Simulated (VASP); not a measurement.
A run of VASP 6.6.1 is set up as follows.

File POSCAR:

```
H2CO
1.0
    7.7059940000      0.0000000000      0.0000000000
    0.0000000000      7.7059940000      0.0000000000
    0.0000000000      0.0000000000      7.7059940000
O C H
4 4 8
Direct
    0.5157932903      0.7163254993      0.3944202396
    0.3061253357      0.3971843217      0.8866993668
    0.2779394845     -0.0028159897      0.7219055712
    0.0499351544      0.6528164958      0.1631976355
    0.6183757735      0.6333770828      0.3227487590
    0.3633535142      0.4977943144      0.7940701745
    0.3619130770      0.0590319691      0.6216070244
    0.1578641250      0.7416694070      0.1219699886
    0.7608882125      0.4071376126      0.9589937392
    0.7537249575      0.3429148790      0.8874130969
    0.7741246619      0.8136782873      0.9209065047
    0.7647164013      0.7194269811      0.9073715863
    0.0499740851      0.1542824975      0.0898910640
    0.1364132907      0.1930185775      0.0713730117
    0.8874650045     -0.0047755033      0.5265381728
    0.8375168732      0.0365819127      0.4524400097
```

Contents of INCAR.step1:

```
ALGO = Normal ; EDIFF = 1E-4
ENCUT = 520 ; GGA = PE
ISMEAR = -1 ; LASPH = True
LCHARG = False ; LREAL = Auto
LWAVE = True ; NBANDS = 38
NELM = 100 ; PREC = Accurate
SIGMA = 0.05
```

The input INCAR.step2:

```
ALGO = Normal ; EDIFF = 1E-6
ENCUT = 520 ; ISIF = 2
ISMEAR = -1 ; ISTART = 1
IVDW = 12 ; LASPH = True
LCHARG = True ; LELF = True
LMIXTAU = True ; LREAL = Auto
LVHAR = True ; LWAVE = False
METAGGA = R2SCAN ; NBANDS = 38
NELM = 100 ; PREC = Accurate
SIGMA = 0.05 ; VDW_A1 = 0.49484001
VDW_A2 = 5.73083694 ; VDW_S6 = 1.0
VDW_S8 = 0.78981345
```

Contents of KPOINTS:

```
k-points
0
Gamma
  1 1 1
```

Potentials or basis: VASP PAW PBE potentials, release 64 (O, C, H).

Run with:

```console
$ cat potpaw_PBE.64/O/POTCAR potpaw_PBE.64/C/POTCAR potpaw_PBE.64/H/POTCAR > POTCAR
$ cp INCAR.step1 INCAR
$ mpirun -np 1 vasp_gam > vasp.out
$ cp INCAR.step2 INCAR
$ mpirun -np 1 vasp_gam > vasp.out
```

**Question.** What does it give for the pressure?

**Answer.** 0.0 GPa.

**Question.** Estimate the dispersion energy per atom.

**Answer.** -0.012 eV.

Stress tensor (GPa, compression positive):
```
 0.00  0.82 -0.19
 0.82 -0.09 -0.51
-0.19 -0.51 -0.02
```

Caveat: the k points lie up to 0.82 Å⁻¹ apart, too coarse for converged energies, forces and pressures; the PAW data sets were made with another functional, which shifts forces and pressure a little.
